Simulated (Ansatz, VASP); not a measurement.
**Two plane-wave programs on MoS2**

File INCAR:

```
SYSTEM = MoS2
ALGO = Normal
EDIFF = 1E-8
ENCUT = 520
GGA = PE
ISIF = 2
ISMEAR = -1
LASPH = .TRUE.
LCHARG = .FALSE.
LEFG = .TRUE.
LREAL = .FALSE.
LWAVE = .FALSE.
NBANDS = 35
NELM = 80
PREC = Accurate
SIGMA = 0.03
```

The input KPOINTS:

```
k-points
0
G
  6 6 10
  0 0 0
```

POSCAR

```
MoS2
1.0
    5.9894262290      0.0000000000      0.0000000000
    0.0000000000      5.9894262290      0.0000000000
    0.0000000000      0.0000000000      3.2955483600
Mo S
2 4
Direct
    0.0000000000      0.0000000000      0.0000000000
    0.5000000000      0.5000000000      0.5000000000
    0.2870085415      0.2870085415      0.0000000000
    0.7129914585      0.7129914585      0.0000000000
    0.7870085415      0.2129914585      0.5000000000
    0.2129914585      0.7870085415      0.5000000000
```

Input for Ansatz:

```yaml
crystal:
  lattice:
    - [5.989426229, 0.0, 0.0]
    - [0.0, 5.989426229, 0.0]
    - [0.0, 0.0, 3.29554836]
  atoms:
    - { symbol: Mo, position: [0.0, 0.0, 0.0] }
    - { symbol: Mo, position: [0.5, 0.5, 0.5] }
    - { symbol: S, position: [0.2870085415, 0.2870085415, 0.0] }
    - { symbol: S, position: [0.7129914585, 0.7129914585, 0.0] }
    - { symbol: S, position: [0.7870085415, 0.2129914585, 0.5] }
    - { symbol: S, position: [0.2129914585, 0.7870085415, 0.5] }
kpoints:
  mp_grid: { grid: [6, 6, 10] }
scf:
  occupations: { method: fermi_dirac, width: 0.03 }
hamiltonian:
  xc: pbe
  pseudopotentials: { kind: paw }
output:
  forces: true
  stress: true
  eigenvalues: true
  efg: { contact_densities: true }
```

Change from the starting cell: volume scaled by 1.06, PAW files.

Alike in both runs: task electric field gradients; functional PBE; k mesh 6 × 6 × 10; occupations fermi-dirac, width 0.03 eV; no spin polarisation.

```csv
,VASP,Ansatz
version,VASP 6.6.1,Ansatz 0.2.0
potentials or method,"VASP PAW PBE potentials, release 64 (Mo_sv, S)","PAW with Ansatz's default frozen-core files, scalar-relativistic"
plane-wave cutoff (eV),520,420
valence electrons in the cell,52,52
```

|  | VASP | Ansatz | Ansatz less VASP |
| --- | --- | --- | --- |
| pressure (GPa) | -6.9 | -6.9 | +0.02 |
| traceless stress, the component that is largest in VASP (GPa) | 0.21 | 0.24 | +0.030 |
| rms of the force components (eV/Å) | 0.116 | 0.117 | +0.0008 |
| size of Vzz on the site where it differs most (V/Å²) | 56.0 | 53.6 | -2.38 |

Atom by atom the forces differ by 0.001 eV/Å (rms over components). With one functional, cell and mesh, what is left measures potentials, basis and numerics.
